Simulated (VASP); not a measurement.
A run of VASP 6.6.1 is set up as follows.

INCAR

```
PREC     = Accurate       # precision mode
ENCUT    = 520            # plane-wave cutoff, eV
EDIFF    = 1E-6           # SCF threshold, eV
ISMEAR   = 0              # smearing method
SIGMA    = 0.03           # smearing width, eV
LREAL    = F              # projectors in reciprocal space
LASPH    = T              # aspherical terms in the spheres
NELM     = 80             # most SCF steps
ALGO     = Normal         # electronic algorithm
ISIF     = 2              # what is computed and relaxed
LWAVE    = F              # write WAVECAR
LCHARG   = F              # write CHGCAR
GGA      = PE             # functional
NBANDS   = 22             # bands
```

Contents of KPOINTS:

```
regular mesh
0
Gamma
  8 8 8
```

POSCAR

```
Bi
1.0
    2.2924582305      1.3235513765      4.0467531177
   -2.2924582305      1.3235513765      4.0467531177
    0.0000000000     -2.6471027530      4.0467531177
Bi
2
Direct
    0.2337113826      0.2337113826      0.2337113826
    0.7662886174      0.7662886174      0.7662886174
```

Potentials or basis: VASP PAW PBE potentials, release 64 (Bi_d).

Run with:

```bash
$ cat potpaw_PBE.64/Bi_d/POTCAR > POTCAR
$ mpirun -np 1 vasp_std > vasp.out
```

(1) What does it give for the largest force?

(2) Estimate the pressure.

(3) Predict the band gap on the k mesh.

Results:

(1) 0.026 eV/Å.

(2) -0.1 GPa.

(3) zero (bands 15 and 16 overlap by 0.16 eV).

Caveat: spin-orbit coupling is left out, which moves the levels of the heavy elements.
